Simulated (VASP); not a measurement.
# BeS (Fm-3m) in VASP: notebook

Runs on BeS. Level: r2SCAN. Tasks: single point.

Everything below comes from runs of VASP 6.6.1. Logs are shortened: lines on timing, memory, paths and dates and some standing lists are left out, and cuts for length are marked.

## Step 1: The cell of the first run

It takes space group Fm-3m (No. 225, cubic). The conventional cell has a = 4.635 Å, b = 4.635 Å, c = 4.635 Å, α = 90.00°, β = 90.00°, γ = 90.00°. Within 3.1 Å of Be (site symmetry m-3m) lie 6 S at 2.32 Å. S (site symmetry m-3m) has 6 Be at 2.32 Å within 3.1 Å.

## Step 2: Single point, r2SCAN

The input, POSCAR:

```
BeS
1.0
    0.0000000000      2.3172971951      2.3172971951
    2.3172971951      0.0000000000      2.3172971951
    2.3172971951      2.3172971951      0.0000000000
Be S
1 1
Direct
    0.0000000000      0.0000000000      0.0000000000
    0.5000000000      0.5000000000      0.5000000000
```

The input, INCAR.step1:

```
PREC     = Accurate       # precision mode
ENCUT    = 520            # plane-wave cutoff, eV
ISMEAR   = 0              # smearing method
SIGMA    = 0.01           # smearing width, eV
LREAL    = False          # projectors in reciprocal space
LASPH    = True           # aspherical terms in the spheres
NELM     = 100            # most SCF steps
NBANDS   = 11             # bands
GGA      = PE             # functional
ALGO     = Normal         # electronic algorithm
EDIFF    = 1E-4           # SCF threshold, eV
LWAVE    = True           # write WAVECAR
LCHARG   = False          # write CHGCAR
```

The input, INCAR.step2:

```
PREC     = Accurate       # precision mode
ENCUT    = 520            # plane-wave cutoff, eV
EDIFF    = 1E-6           # SCF threshold, eV
ISMEAR   = 0              # smearing method
SIGMA    = 0.01           # smearing width, eV
LREAL    = False          # projectors in reciprocal space
LASPH    = True           # aspherical terms in the spheres
NELM     = 100            # most SCF steps
ALGO     = Normal         # electronic algorithm
ISIF     = 2              # what is computed and relaxed
LWAVE    = False          # write WAVECAR
LCHARG   = False          # write CHGCAR
METAGGA  = R2SCAN         # meta-GGA
LMIXTAU  = True         
NBANDS   = 11             # bands
ISTART   = 1
```

The input, KPOINTS:

```
Automatic mesh
0
Gamma
  5 5 5
```

Potentials or basis: VASP PAW PBE potentials, release 64 (Be, S).

Run with:

```sh
$ cat potpaw_PBE.64/Be/POTCAR potpaw_PBE.64/S/POTCAR > POTCAR
$ cp INCAR.step1 INCAR
$ mpirun -np 1 vasp_std > vasp.out
$ cp INCAR.step2 INCAR
$ mpirun -np 1 vasp_std > vasp.out
```

OUTCAR:

```text
PREC = Accurate
   ENCUT = 520
   EDIFF = 1E-6
   ISMEAR = 0
   LREAL = False
   LASPH = True
   NELM = 100
   ISIF = 2
   METAGGA = R2SCAN
   ISTART = 1

 ion  position               nearest neighbor table
   1  0.000  0.000  0.000-   2 2.32   2 2.32   2 2.32   2 2.32   2 2.32   2 2.32
   2  0.500  0.500  0.500-   1 2.32   1 2.32   1 2.32   1 2.32   1 2.32   1 2.32

  LATTYP: Found a face centered cubic cell.
 ALAT       =     4.6345943902

  Lattice vectors:

 A1 = (   0.0000000000,   2.3172971951,   2.3172971951)
 A2 = (   2.3172971951,   0.0000000000,   2.3172971951)
 A3 = (   2.3172971951,   2.3172971951,   0.0000000000)

Analysis of symmetry for initial positions (statically):
[... 5 lines left out ...]
 face centered cubic supercell.

 Subroutine GETGRP returns: Found 48 space group operations
 (whereof 48 operations were pure point group operations)
 out of a pool of 48 trial point group operations.

The static configuration has the point symmetry O_h .

Analysis of symmetry for dynamics (positions and initial velocities):
[... 5 lines left out ...]
 face centered cubic supercell.

 Subroutine GETGRP returns: Found 48 space group operations
 (whereof 48 operations were pure point group operations)
 out of a pool of 48 trial point group operations.

The dynamic configuration has the point symmetry O_h .

 Subroutine INISYM returns: Found 48 space group operations
 (whereof 48 operations are pure point group operations),
 and found     1 'primitive' translations

----------------------------------------------------------------------------------------

                                     Primitive cell

  volume of cell :      24.8872

  direct lattice vectors                    reciprocal lattice vectors
     0.000000000  2.317297195  2.317297195    -0.215768612  0.215768612  0.215768612
     2.317297195  0.000000000  2.317297195     0.215768612 -0.215768612  0.215768612
     2.317297195  2.317297195  0.000000000     0.215768612  0.215768612 -0.215768612

  length of vectors
     3.277153121  3.277153121  3.277153121     0.373722199  0.373722199  0.373722199

  position of ions in fractional coordinates (direct lattice)
     0.000000000  0.000000000  0.000000000
     0.500000000  0.500000000  0.500000000

  ion indices of the primitive-cell ions
   primitive index   ion index
                 1           1
                 2           2

----------------------------------------------------------------------------------------

 KPOINTS: Automatic mesh

Automatic generation of k-mesh.
 Grid dimensions read from file:
 generate k-points for:    5    5    5

 Generating k-lattice:

  Cartesian coordinates                     Fractional coordinates (reciprocal lattice)
    -0.043153722  0.043153722  0.043153722     0.200000000  0.000000000  0.000000000
     0.043153722 -0.043153722  0.043153722     0.000000000  0.200000000  0.000000000
     0.043153722  0.043153722 -0.043153722     0.000000000  0.000000000  0.200000000

  Length of vectors
     0.074744440  0.074744440  0.074744440

  Shift w.r.t. Gamma in fractional coordinates (k-lattice)
     0.000000000  0.000000000  0.000000000

 Subroutine IBZKPT returns following result:
 ===========================================

 Found     10 irreducible k-points:

 Following reciprocal coordinates:
            Coordinates               Weight
  0.000000  0.000000  0.000000      1.000000
  0.200000  0.000000  0.000000      8.000000
  0.400000  0.000000  0.000000      8.000000
  0.200000  0.200000  0.000000      6.000000
  0.400000  0.200000  0.000000     24.000000
 -0.400000  0.200000  0.000000     24.000000
 -0.200000  0.200000  0.000000     12.000000
  0.400000  0.400000  0.000000      6.000000
 -0.400000  0.400000  0.000000     12.000000
 -0.400000  0.400000  0.200000     24.000000
   k-points           NKPTS =     10   k-points in BZ     NKDIM =     10   number of bands    NBANDS=     11
   number of dos      NEDOS =    301   number of ions     NIONS =      2
   total plane-waves  NPLWV =  13824
   dimension x,y,z NGX =    24 NGY =   24 NGZ =   24
   dimension x,y,z NGXF=    48 NGYF=   48 NGZF=   48
   ions per type =               1   1
   NGX,Y,Z   is equivalent  to a cutoff of  12.17, 12.17, 12.17 a.u.
   NGXF,Y,Z  is equivalent  to a cutoff of  24.35, 24.35, 24.35 a.u.
 SYSTEM =  unknown system
   PREC   = accura    normal or accurate (medium, high low for compatibility)
   ISTART =      1    job   : 0-new  1-cont  2-samecut
   ICHARG =      0    charge: 1-file 2-atom 10-const
   ISPIN  =      1    spin polarized calculation?
   LNONCOLLINEAR =      F non collinear calculations
   LSORBIT =      F    spin-orbit coupling
   LASPH  =      T    aspherical Exc in radial PAW
   ENCUT  =  520.0 eV  38.22 Ry    6.18 a.u.   6.09  6.09  6.09*2*pi/ulx,y,z
   NELM   =    100;   NELMIN=  2; NELMDL=  0     # of ELM steps
   EDIFF  = 0.1E-05   stopping-criterion for ELM
   LREAL  =      F    real-space projection
   EDIFFG = 0.1E-04   stopping-criterion for IOM
   NSW    =      0    number of steps for IOM
   IBRION =     -1    ionic relax: 0-MD 1-quasi-New 2-CG
   NFREE  =      0    steps in history (QN), initial steepest desc. (CG)
   ISIF   =      2    stress and relaxation
   ISYM   =      2    0-nonsym 1-usesym 2-fastsym
   POTIM  = 0.5000    time-step for ionic-motion
   TEBEG  =    0.0;   TEEND  =   0.0 temperature during run
   PSTRESS=    0.0 pullay stress
   NELECT =       8.0000    total number of electrons
   NUPDOWN=      -1.0000    fix difference up-down
   EMIN   =  10.00;   EMAX   =-10.00  energy-range for DOS
   EFERMI =   0.00;   METHOD = LEGACY
   ISMEAR =     0;   SIGMA  =   0.01  broadening in eV -4-tet -1-fermi 0-gaus
   EFERMI_NEDOS =   21; number of points for ismear=-14 and -15
   IALGO  =     38    algorithm
   IMIX   =      4    mixing-type and parameters
     AMIX     =   0.40;   BMIX     =  1.00
     AMIX_MAG =   1.60;   BMIX_MAG =  1.00
  volume/ion in A,a.u.               =      12.44        83.97
  Fermi-wavevector in a.u.,A,eV,Ry     =   1.121450  2.119232 17.111356  1.257649
  Thomas-Fermi vector in A             =   2.258103
   LORBIT       =      0    0 simple, 1 ext, 2 COOP (PROOUT), +10 PAW based schemes
   METAGGA = R2SCAN    functional components
   LHFCALC =     F    Hartree Fock is set to
   AEXX    =    0.0000 exact exchange contribution
   IVDW    =     0    specifies the selected vdW correction
   LEPSILON=     F    determine dielectric tensor
   LRPA    =     F    only Hartree local field effects (RPA)
 non-spin polarized calculation
 Gauss-broadening in eV      SIGMA  =   0.01
  energy-cutoff  :      520.00
  volume of cell :       24.89
 maximum number of plane-waves:       678
   NGX = 13   NGY = 13   NGZ = 13

 number of electron       7.9999998 magnetization

 Free energy of the ion-electron system (eV)
  ---------------------------------------------------
  ext. energy  EPLUGINS =         0.00000000
  ---------------------------------------------------
  free energy    TOTEN  =       -13.51060061 eV

  energy without entropy =      -13.51060061  energy(sigma->0) =      -13.51060061

 E-fermi :   6.3778     XC(G=0): -11.0808

 val. band max:        6.2670680911   @ k =  -0.2000   0.2000   0.0000
 cond. band min:       8.1051985405   @ k =   0.4000   0.4000   0.0000
 fundamental gap:      1.8381304494
 Fermi energy:         6.3778178776

 k-point     1 :       0.0000    0.0000    0.0000
  band No.  band energies     occupation
      1      -9.2890      2.00000
      2       6.1853      2.00000
      3       6.1853      2.00000
      4       6.1853      2.00000
      5      12.6570      0.00000
      6      15.8330      0.00000
      7      15.8330      0.00000
      8      15.8330      0.00000
      9      17.0961      0.00000
     10      17.0961      0.00000
     11      17.0961      0.00000

 k-point     2 :       0.2000    0.0000    0.0000
  band No.  band energies     occupation
      1      -8.6858      2.00000
      2       3.3088      2.00000
      3       6.0377      2.00000
      4       6.0377      2.00000
      5      12.7341      0.00000
      6      13.6052      0.00000
      7      13.6052      0.00000
      8      16.3980      0.00000
      9      17.5385      0.00000
     10      17.5385      0.00000
     11      17.9644      0.00000

 k-point     3 :       0.4000    0.0000    0.0000
  band No.  band energies     occupation
      1      -7.2828      2.00000
      2      -0.3263      2.00000
      3       5.9256      2.00000
      4       5.9256      2.00000
      5      11.2455      0.00000
      6      11.2455      0.00000
      7      11.4752      0.00000
      8      17.5879      0.00000
      9      21.4040      0.00000
     10      21.4142      0.00000
     11      21.4142      0.00000

 k-point     4 :       0.2000    0.2000    0.0000
  band No.  band energies     occupation
      1      -8.4748      2.00000
      2       4.1347      2.00000
      3       4.8774      2.00000
      4       4.8774      2.00000
      5      11.1485      0.00000
      6      13.5532      0.00000
      7      15.3527      0.00000
      8      16.7323      0.00000
      9      16.7323      0.00000
     10      19.9980      0.00000
     11      20.3209      0.00000

 k-point     5 :       0.4000    0.2000    0.0000
  band No.  band energies     occupation
      1      -7.2626      2.00000
      2       0.9600      2.00000
      3       4.0599      2.00000
      4       4.4252      2.00000
      5       9.8532      0.00000
      6      13.8735      0.00000
      7      14.6789      0.00000
      8      15.9677      0.00000
      9      18.8061      0.00000
     10      22.8927      0.00000
     11      23.4678      0.00000

 k-point     6 :      -0.4000    0.2000    0.0000
  band No.  band energies     occupation
      1      -6.5545      2.00000
      2      -0.3640      2.00000
      3       2.9299      2.00000
      4       5.0736      2.00000
      5      10.2635      0.00000
      6      12.5414      0.00000
      7      14.5491      0.00000
      8      18.6717      0.00000
      9      19.8105      0.00000
     10      21.4450      0.00000
     11      21.9762      0.00000

 k-point     7 :      -0.2000    0.2000    0.0000
  band No.  band energies     occupation
      1      -7.7674      2.00000
      2       1.8713      2.00000
      3       3.3174      2.00000
      4       6.2671      2.00000
      5      11.7589      0.00000
      6      11.8236      0.00000
      7      15.5190      0.00000
      8      15.5679      0.00000
      9      17.9659      0.00000
     10      19.5345      0.00000
     11      22.9972      0.00000

 k-point     8 :       0.4000    0.4000    0.0000
  band No.  band energies     occupation
      1      -6.4393      2.00000
      2       0.3878      2.00000
      3       3.4069      2.00000
      4       3.4069      2.00000
      5       8.1052      0.00000
      6      11.5650      0.00000
      7      18.8508      0.00000
      8      18.8508      0.00000
      9      20.1958      0.00000
     10      21.9544      0.00000
     11      25.2765      0.00000

 k-point     9 :      -0.4000    0.4000    0.0000
  band No.  band energies     occupation
      1      -5.8725      2.00000
      2      -0.0285      2.00000
      3       1.6120      2.00000
      4       3.6597      2.00000
      5       8.8341      0.00000
      6      13.5377      0.00000
      7      16.2146      0.00000
      8      18.9223      0.00000
      9      19.9116      0.00000
     10      23.5807      0.00000
     11      23.9975      0.00000

 k-point    10 :      -0.4000    0.4000    0.2000
  band No.  band energies     occupation
      1      -6.1880      2.00000
      2       0.5253      2.00000
      3       1.6880      2.00000
      4       3.2758      2.00000
      5      10.9435      0.00000
      6      13.0867      0.00000
      7      15.1087      0.00000
      8      18.2167      0.00000
      9      19.8536      0.00000
     10      21.4004      0.00000
     11      24.6345      0.00000

------------------------ aborting loop because EDIFF is reached ----------------------------------------

  FORCE on cell =-STRESS in cart. coord.  units (eV):
  Direction    XX          YY          ZZ          XY          YZ          ZX
  --------------------------------------------------------------------------------------
  -------------------------------------------------------------------------------------
  Total        0.0628053      0.0628053      0.0628053     -0.0000000      0.0000000     -0.0000000
  in kB        4.0432601      4.0432601      4.0432601     -0.0000000      0.0000000     -0.0000000
  external PRESSURE =       4.0432601 kB  Pullay stress =       0.0000000 kB

 VOLUME and BASIS-vectors are now :
 -----------------------------------------------------------------------------
  energy-cutoff  :      520.00
  volume of cell :       24.89
      direct lattice vectors                 reciprocal lattice vectors
     0.000000000  2.317297195  2.317297195    -0.215768612  0.215768612  0.215768612
     2.317297195  0.000000000  2.317297195     0.215768612 -0.215768612  0.215768612
     2.317297195  2.317297195  0.000000000     0.215768612  0.215768612 -0.215768612

 POSITION                                       TOTAL-FORCE (eV/Angst)
 -----------------------------------------------------------------------------------
      0.00000      0.00000      0.00000         0.000000      0.000000      0.000000
      2.31730      2.31730      2.31730        -0.000000     -0.000000      0.000000
 -----------------------------------------------------------------------------------
    total drift:                               -0.000000     -0.000000      0.000000

  FREE ENERGIE OF THE ION-ELECTRON SYSTEM (eV)
  ---------------------------------------------------
  free  energy   TOTEN  =       -13.5106006141 eV

  energy  without entropy=      -13.5106006141  energy(sigma->0) =      -13.51060061
```

It took 9.2 s on 1 thread of Intel Xeon Platinum 8488C (Sapphire Rapids), shared host; peak memory 0.13 GiB.

What came out:

| Quantity | Value |
| --- | --- |
| Free energy | -13.5106 eV |
| Pressure | 0.4 GPa |
| Band gap on the k mesh | 1.84 eV, indirect (least direct gap 4.70 eV) |

Caveat: the k points lie up to 0.47 Å⁻¹ apart; the PAW data sets were made with another functional, which shifts forces and pressure a little.

(Continued in part 2 of 2.)
